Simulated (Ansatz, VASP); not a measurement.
**GaN: VASP beside Ansatz**

```
CELL_PARAMETERS angstrom
-0.04565 2.11558 2.11558
2.11558 -0.04565 2.11558
2.11558 2.11558 -0.04565
ATOMIC_POSITIONS crystal
Ga 0.00000 0.00000 0.00000
N 0.50000 0.50000 0.50000
```

Change from the starting cell: epitaxial_111 strain +2.5%.

Alike in both runs: task single point; functional r2SCAN; k mesh 10 × 10 × 10; no spin polarisation.

|  | VASP | Ansatz |
| --- | --- | --- |
| version | VASP 6.6.1 | Ansatz 0.2.0 |
| potentials or method | VASP PAW PBE potentials, release 64 (Ga_d, N) | plane waves, PAW |
| plane-wave cutoff (eV) | 520 | 500 |
| occupations | gaussian, width 0.01 eV | fixed |
| valence electrons in the cell | 18 | 18 |

|  | VASP | Ansatz | Ansatz less VASP |
| --- | --- | --- | --- |
| gap on the k mesh at the Fermi level (eV) | 0.79 | 0.82 | +0.022 |
| pressure (GPa) | -8.3 | -9.2 | -0.93 |
| traceless stress, the component that is largest in VASP (GPa) | 4.61 | 4.61 | -0.004 |

VASP's potentials were made for PBE, not for r2SCAN.
